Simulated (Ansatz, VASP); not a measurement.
## ScAl3: VASP beside Ansatz

INCAR

```
SYSTEM = ScAl3
ALGO = Fast
EDIFF = 1E-6
ENCUT = 520
GGA = PE
ISIF = 2
ISMEAR = 0
LASPH = .True.
LCHARG = .False.
LREAL = .False.
LWAVE = .False.
NBANDS = 18
NELM = 60
PREC = Accurate
SIGMA = 0.15
```

File KPOINTS:

```
k-points
0
Gamma
  12 12 12
  0 0 0
```

POSCAR

```
ScAl3
1.0
    4.4337570436      0.0000000000      0.0000000000
    0.0000000000      4.4337570436      0.0000000000
    0.0000000000      0.0000000000      4.2695438197
Sc Al
1 3
Direct
    0.0000000000      0.0000000000      0.0000000000
    0.5000000000      0.0000000000      0.5000000000
    0.0000000000      0.5000000000      0.5000000000
    0.5000000000      0.5000000000      0.0000000000
```

Input for Ansatz:

```yaml
crystal:
  lattice:
    - [4.4337570436, 0.0, 0.0]
    - [0.0, 4.4337570436, 0.0]
    - [0.0, 0.0, 4.2695438197]
  atoms:
    - { symbol: Sc, position: [0.0, 0.0, 0.0] }
    - { symbol: Al, position: [0.5, 0.0, 0.5] }
    - { symbol: Al, position: [0.0, 0.5, 0.5] }
    - { symbol: Al, position: [0.5, 0.5, 0.0] }
basis:
  ecutwfc: 420
kpoints:
  mp_grid: { grid: [12, 12, 12] }
hamiltonian:
  xc: pbe
scf:
  occupations: { method: gaussian, width: 0.15 }
output:
  forces: true
  stress: true
  eigenvalues: true
```

Change from the starting cell: strain +0.080 along x and y, +0.040 along z, atoms carried along.

Alike in both runs: task single point; functional PBE; k mesh 12 × 12 × 12; occupations gaussian, width 0.15 eV; no spin polarisation.

|  | VASP | Ansatz |
| --- | --- | --- |
| version | VASP 6.6.1 | Ansatz 0.2.0 |
| potentials or method | VASP PAW PBE potentials, release 64 (Sc_sv, Al), cutoff 520 eV | scalar-relativistic, plane waves, PAW |
| valence electrons in the cell | 20 | 20 |

|  | VASP | Ansatz | Ansatz less VASP |
| --- | --- | --- | --- |
| gap on the k mesh at the Fermi level (eV) | none | none | - |
| pressure (GPa) | -10.9 | -10.9 | -0.01 |
| traceless stress, the component that is largest in VASP (GPa) | 2.00 | 2.00 | -0.003 |

A gap of «none» marks a metal or a gap that the smearing closes. The functional is the same, so the differences come from potentials, cutoffs and numerics.
